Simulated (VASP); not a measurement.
# Ir16Cl in VASP: single point with PBE+D3(BJ)

Aim: the single point of Ir16Cl with PBE+D3(BJ).

Everything below comes from runs of VASP 6.6.1. Logs are shortened: lines on timing, memory, paths and dates and some standing lists are left out, and cuts for length are marked.

**1. The cell of the first run**

The cell holds a slab with vacuum, 17 atoms: a = 7.680 Å, b = 5.431 Å, c = 16.073 Å, α = 90.00°, β = 90.00°, γ = 90.00°.

**2. Single point, PBE+D3(BJ)**

File INCAR:

```
PREC     = Accurate       # precision mode
ENCUT    = 520            # plane-wave cutoff, eV
EDIFF    = 1E-6           # SCF threshold, eV
ISMEAR   = -1             # smearing method
SIGMA    = 0.1            # smearing width, eV
LREAL    = Auto         
LASPH    = True           # aspherical terms in the spheres
NELM     = 80             # most SCF steps
ALGO     = Normal         # electronic algorithm
ISIF     = 2              # what is computed and relaxed
LWAVE    = False          # write WAVECAR
LCHARG   = True           # write CHGCAR
GGA      = PE             # functional
IVDW     = 12             # dispersion correction
LELF     = True           # ELF
LVHAR    = True         
NBANDS   = 90             # bands
```

File KPOINTS:

```
Automatic mesh
0
Gamma
  2 3 1
```

File POSCAR:

```
Ir16Cl
1.0
    7.6800000000      0.0000000000      0.0000000000
    0.0000000000      5.4305800000      0.0000000000
    0.0000000000      0.0000000000     16.0729350000
Ir Cl
16 1
Direct
    0.2500000000      0.2500000000      0.0622164000
    0.7500000000      0.2500000000      0.0622164000
    0.2500000000      0.7500000000      0.0622164000
    0.7500000000      0.7500000000      0.0622164000
    0.0000440337      0.0009627272      0.1400641158
    0.5000569049      0.0012508352      0.1265931310
    0.0000287990      0.4997550360      0.1280829813
    0.4999701693      0.5002809796      0.1388233153
    0.2477197919      0.2504809189      0.2292148512
    0.7525216988      0.2502083373      0.2291672921
    0.2531013306      0.7506322132      0.2283708937
    0.7467546608      0.7509160610      0.2285093211
   -0.0000751538     -0.0033192255      0.3062259669
    0.4998966971      0.0034681403      0.2975149353
   -0.0000763322      0.5011580893      0.3002088468
    0.5000462024      0.4992167013      0.3032497276
    1.0020212761      0.7403484314      0.4255988713
```

Potentials or basis: VASP PAW PBE potentials, release 64 (Ir, Cl).

The run is started by

```console
cat potpaw_PBE.64/Ir/POTCAR potpaw_PBE.64/Cl/POTCAR > POTCAR
mpirun -np 1 vasp_std > vasp.out
```

OUTCAR:

```text
PREC = Accurate
   ENCUT = 520
   EDIFF = 1E-6
   ISMEAR = -1
   LREAL = Auto
   LASPH = True
   NELM = 80
   ISIF = 2
   GGA = PE
   IVDW = 12
 IVDW          = 12

 ion  position               nearest neighbor table
   1  0.250  0.250  0.062-   6 2.57   7 2.58   8 2.65   5 2.66   9 2.68   3 2.72   3 2.72
   2  0.750  0.250  0.062-   6 2.57   7 2.58   8 2.66   5 2.66  10 2.68   4 2.72   4 2.72
   3  0.250  0.750  0.062-   6 2.57   7 2.58   8 2.65   5 2.67  11 2.67   1 2.72   1 2.72
   4  0.750  0.750  0.062-   6 2.57   7 2.58   8 2.65   5 2.67  12 2.67   2 2.72   2 2.72
   5  0.000  0.001  0.140-   1 2.66   2 2.66   3 2.67   4 2.67  13 2.67   7 2.72   7 2.73  10 2.74
                             9 2.74  11 2.76  12 2.77
   6  0.500  0.001  0.127-   2 2.57   1 2.57   4 2.57   3 2.57   8 2.72   8 2.73  14 2.75  12 2.85
                            11 2.85  10 2.88   9 2.88
   7  0.000  0.500  0.128-   1 2.58   2 2.58   3 2.58   4 2.58   5 2.72   5 2.73  15 2.77  10 2.84
                             9 2.84  11 2.87  12 2.87
   8  0.500  0.500  0.139-  16 2.64   3 2.65   4 2.65   1 2.65   2 2.66   6 2.72   6 2.73  11 2.74
                            12 2.74   9 2.78  10 2.78
   9  0.248  0.250  0.229-  14 2.60  15 2.60  16 2.64  13 2.66   1 2.68  11 2.71  11 2.72   5 2.74
                             8 2.78   7 2.84   6 2.88
  10  0.753  0.250  0.229-  14 2.60  15 2.60  16 2.65  13 2.65   2 2.68  12 2.71  12 2.72   5 2.74
                             8 2.78   7 2.84   6 2.88
  11  0.253  0.751  0.228-  14 2.59  16 2.63  15 2.64  13 2.67   3 2.67   9 2.71   9 2.72   8 2.74
                             5 2.76   6 2.85   7 2.87
  12  0.747  0.751  0.229-  14 2.59  16 2.63  15 2.64  13 2.67   4 2.67  10 2.71  10 2.72   8 2.74
                             5 2.77   6 2.85   7 2.87
  13  1.000  0.997  0.306-  17 2.37  10 2.65   9 2.66  12 2.67  11 2.67   5 2.67  15 2.69  15 2.74

  14  0.500  0.003  0.298-  12 2.59  11 2.59   9 2.60  10 2.60  16 2.69  16 2.74   6 2.75
  15  1.000  0.501  0.300-  17 2.40  10 2.60   9 2.60  12 2.64  11 2.64  13 2.69  13 2.74   7 2.77

  16  0.500  0.499  0.303-  12 2.63  11 2.63   8 2.64   9 2.64  10 2.65  14 2.69  14 2.74
  17  0.002  0.740  0.426-  13 2.37  15 2.40

  LATTYP: Found a simple orthorhombic cell.
 ALAT       =     5.4305800000
 B/A-ratio  =     1.4142135831
 C/A-ratio  =     2.9597087236

  Lattice vectors:

 A1 = (   0.0000000000,  -5.4305800000,   0.0000000000)
 A2 = (   7.6800000000,   0.0000000000,   0.0000000000)
 A3 = (   0.0000000000,   0.0000000000,  16.0729350000)

Analysis of symmetry for initial positions (statically):
=====================================================================
 Subroutine PRICEL returns:
 Original cell was already a primitive cell.

 Routine SETGRP: Setting up the symmetry group for a
 simple orthorhombic supercell.

 Subroutine GETGRP returns: Found  1 space group operations
 (whereof  1 operations were pure point group operations)
 out of a pool of  8 trial point group operations.

The static configuration has the point symmetry C_1 .

Analysis of symmetry for dynamics (positions and initial velocities):
=====================================================================
 Subroutine PRICEL returns:
 Original cell was already a primitive cell.

 Routine SETGRP: Setting up the symmetry group for a
 simple orthorhombic supercell.

 Subroutine GETGRP returns: Found  1 space group operations
 (whereof  1 operations were pure point group operations)
 out of a pool of  8 trial point group operations.

The dynamic configuration has the point symmetry C_1 .

 Subroutine INISYM returns: Found  1 space group operations
 (whereof  1 operations are pure point group operations),
 and found     1 'primitive' translations

----------------------------------------------------------------------------------------

                                     Primitive cell

  volume of cell :     670.3516

  direct lattice vectors                    reciprocal lattice vectors
     7.680000000  0.000000000  0.000000000     0.130208333  0.000000000  0.000000000
     0.000000000  5.430580000  0.000000000     0.000000000  0.184142394  0.000000000
     0.000000000  0.000000000 16.072935000     0.000000000  0.000000000  0.062216390

  length of vectors
     7.680000000  5.430580000 16.072935000     0.130208333  0.184142394  0.062216390

  position of ions in fractional coordinates (direct lattice)
     0.250000000  0.250000000  0.062216400
     0.750000000  0.250000000  0.062216400
     0.250000000  0.750000000  0.062216400
     0.750000000  0.750000000  0.062216400
     0.000044034  0.000962727  0.140064116
     0.500056905  0.001250835  0.126593131
[... 9 lines left out ...]
     0.500046202  0.499216701  0.303249728
     0.002021276  0.740348431  0.425598871

  ion indices of the primitive-cell ions
   primitive index   ion index
                 1           1
                 2           2
                 3           3
                 4           4
                 5           5
                 6           6
[... 9 lines left out ...]
                16          16
                17          17

----------------------------------------------------------------------------------------

 KPOINTS: Automatic mesh

Automatic generation of k-mesh.
 Grid dimensions read from file:
 generate k-points for:    2    3    1

 Generating k-lattice:

  Cartesian coordinates                     Fractional coordinates (reciprocal lattice)
     0.065104167  0.000000000  0.000000000     0.500000000  0.000000000  0.000000000
     0.000000000  0.061380798  0.000000000     0.000000000  0.333333333  0.000000000
     0.000000000  0.000000000  0.062216390     0.000000000  0.000000000  1.000000000

  Length of vectors
     0.065104167  0.061380798  0.062216390

  Shift w.r.t. Gamma in fractional coordinates (k-lattice)
     0.000000000  0.000000000  0.000000000

 Subroutine IBZKPT returns following result:
 ===========================================

 Found      4 irreducible k-points:

 Following reciprocal coordinates:
            Coordinates               Weight
  0.000000  0.000000  0.000000      1.000000
  0.500000  0.000000  0.000000      1.000000
  0.000000  0.333333  0.000000      2.000000
  0.500000  0.333333  0.000000      2.000000
   k-points           NKPTS =      4   k-points in BZ     NKDIM =      4   number of bands    NBANDS=     90
   number of dos      NEDOS =    301   number of ions     NIONS =     17
   total plane-waves  NPLWV = 288000
   dimension x,y,z NGX =    60 NGY =   40 NGZ =  120
   dimension x,y,z NGXF=   120 NGYF=   80 NGZF=  240
   ions per type =              16   1
   NGX,Y,Z   is equivalent  to a cutoff of  12.99, 12.25, 12.41 a.u.
   NGXF,Y,Z  is equivalent  to a cutoff of  25.98, 24.49, 24.82 a.u.
 SYSTEM =  unknown system
   PREC   = accura    normal or accurate (medium, high low for compatibility)
   ISTART =      0    job   : 0-new  1-cont  2-samecut
   ICHARG =      2    charge: 1-file 2-atom 10-const
   ISPIN  =      1    spin polarized calculation?
   LNONCOLLINEAR =      F non collinear calculations
   LSORBIT =      F    spin-orbit coupling
   LASPH  =      T    aspherical Exc in radial PAW
   ENCUT  =  520.0 eV  38.22 Ry    6.18 a.u.  14.28 10.10 29.89*2*pi/ulx,y,z
   NELM   =     80;   NELMIN=  2; NELMDL= -5     # of ELM steps
   EDIFF  = 0.1E-05   stopping-criterion for ELM
   LREAL  =      T    real-space projection
   EDIFFG = 0.1E-04   stopping-criterion for IOM
   NSW    =      0    number of steps for IOM
   IBRION =     -1    ionic relax: 0-MD 1-quasi-New 2-CG
   NFREE  =      0    steps in history (QN), initial steepest desc. (CG)
   ISIF   =      2    stress and relaxation
   ISYM   =      2    0-nonsym 1-usesym 2-fastsym
   POTIM  = 0.5000    time-step for ionic-motion
   TEBEG  =    0.0;   TEEND  =   0.0 temperature during run
   PSTRESS=    0.0 pullay stress
   NELECT =     151.0000    total number of electrons
   NUPDOWN=      -1.0000    fix difference up-down
   EMIN   =  10.00;   EMAX   =-10.00  energy-range for DOS
   EFERMI =   0.00;   METHOD = LEGACY
   ISMEAR =    -1;   SIGMA  =   0.10  broadening in eV -4-tet -1-fermi 0-gaus
   EFERMI_NEDOS =   21; number of points for ismear=-14 and -15
   IALGO  =     38    algorithm
   IMIX   =      4    mixing-type and parameters
     AMIX     =   0.40;   BMIX     =  1.00
     AMIX_MAG =   1.60;   BMIX_MAG =  1.00
  volume/ion in A,a.u.               =      39.43       266.10
  Fermi-wavevector in a.u.,A,eV,Ry     =   0.996092  1.882342 13.499700  0.992200
  Thomas-Fermi vector in A             =   2.128157
   LORBIT       =      0    0 simple, 1 ext, 2 COOP (PROOUT), +10 PAW based schemes
   GGA     = PE    functional components
   LHFCALC =     F    Hartree Fock is set to
   AEXX    =    0.0000 exact exchange contribution
   IVDW    =    12    specifies the selected vdW correction
   LEPSILON=     F    determine dielectric tensor
   LRPA    =     F    only Hartree local field effects (RPA)
 non-spin polarized calculation
  energy-cutoff  :      520.00
  volume of cell :      670.35
 maximum number of plane-waves:     18078
 NGX is ok and might be reduce to    60
   NGX = 29   NGY = 21   NGZ = 59

 number of electron     150.9999993 magnetization

 Free energy of the ion-electron system (eV)
  ---------------------------------------------------
  ext. energy  EPLUGINS =         0.00000000
  ---------------------------------------------------
  free energy    TOTEN  =      -130.16739284 eV

  energy without entropy =     -129.24002944  energy(sigma->0) =     -129.70371114

 E-fermi :   0.3799     XC(G=0):  -6.2749

 val. band max:        0.3798816496   @ k =   0.5000   0.0000   0.0000
 cond. band min:       0.4192503097   @ k =   0.0000   0.3333   0.0000
 fundamental gap:      0.0393686601
 Fermi energy:         0.3798969807

 k-point     1 :       0.0000    0.0000    0.0000
  band No.  band energies     occupation
      1     -15.8275      2.00000
      2      -9.3234      2.00000
      3      -7.2251      2.00000
      4      -7.2168      2.00000
      5      -7.0081      2.00000
      6      -6.6946      2.00000
[... 349 lines left out ...]
     86       0.9116      0.00977
     87       1.0487      0.00249
 [bands above 87 left out]

------------------------ aborting loop because EDIFF is reached ----------------------------------------

 Edisp (eV)   -7.18134

 E8    (eV) :    -3.4894

  FORCE on cell =-STRESS in cart. coord.  units (eV):
  Direction    XX          YY          ZZ          XY          YZ          ZX
  --------------------------------------------------------------------------------------
  -------------------------------------------------------------------------------------
  Total      -7.57018   -15.35593     0.65750    -0.00015    -0.03476    -0.00822
  in kB     -18.09316   -36.70152     1.57147    -0.00037    -0.08307    -0.01965
  external pressure =      -17.74 kB  Pullay stress =        0.00 kB

 VOLUME and BASIS-vectors are now :
 -----------------------------------------------------------------------------
  energy-cutoff  :      520.00
  volume of cell :      670.35
      direct lattice vectors                 reciprocal lattice vectors
     7.680000000  0.000000000  0.000000000     0.130208333  0.000000000  0.000000000
     0.000000000  5.430580000  0.000000000     0.000000000  0.184142394  0.000000000
     0.000000000  0.000000000 16.072935000     0.000000000  0.000000000  0.062216390

 POSITION                                       TOTAL-FORCE (eV/Angst)
 -----------------------------------------------------------------------------------
      1.92000      1.35764      1.00000        -0.090419      0.049027     -0.000624
      5.76000      1.35764      1.00000         0.094359      0.052382      0.000765
      1.92000      4.07294      1.00000         0.005490     -0.047424     -0.102309
      5.76000      4.07294      1.00000        -0.001771     -0.053164     -0.086656
      0.00034      0.00523      2.25124        -0.003079     -0.001552     -0.053255
      3.84044      0.00679      2.03472        -0.005961      0.008407      0.001600
[... 9 lines left out ...]
      3.84035      2.71104      4.87411        -0.000414      0.003763      0.073727
      0.01552      4.02052      6.84062        -0.007743      0.000852      0.011587
 -----------------------------------------------------------------------------------
    total drift:                               -0.000463     -0.000261      0.001034

  FREE ENERGIE OF THE ION-ELECTRON SYSTEM (eV)
  ---------------------------------------------------
  free  energy   TOTEN  =      -137.3487280020 eV

  energy  without entropy=     -136.4213646059  energy(sigma->0) =     -136.88504630
```

Wall time 20 min (1 thread of Intel Xeon Platinum 8488C (Sapphire Rapids), shared host); peak memory 0.67 GiB.

What came out:

```
Free energy                : -137.3487 eV
Largest force              : 0.113 eV/Å
Band gap on the k mesh     : zero (an odd number of electrons rules out a gap without spin polarisation)
Dispersion energy per atom : -0.422 eV
```

Forces on the atoms (eV/Å):
```
Ir  -0.090  0.049 -0.001
Ir   0.094  0.052  0.001
Ir   0.005 -0.047 -0.102
Ir  -0.002 -0.053 -0.087
Ir  -0.003 -0.002 -0.053
Ir  -0.006  0.008  0.002
Ir  -0.007  0.012  0.008
Ir   0.008  0.006 -0.055
Ir  -0.013 -0.011  0.012
Ir  -0.002  0.010  0.011
Ir  -0.013 -0.003 -0.003
Ir   0.019 -0.024 -0.010
Ir   0.009 -0.001  0.073
Ir   0.007  0.008  0.053
Ir   0.002 -0.009  0.065
Ir   0.000  0.004  0.074
Cl  -0.008  0.001  0.012
```

Caveat: the k points lie up to 0.41 Å⁻¹ apart, too coarse for converged energies and pressures of a metal; there is no dipole correction, which matters where the two faces differ; spin-orbit coupling is left out, which moves the levels of the heavy elements.

The gap in the log of VASP goes by the Fermi energy; the results here count the filled bands.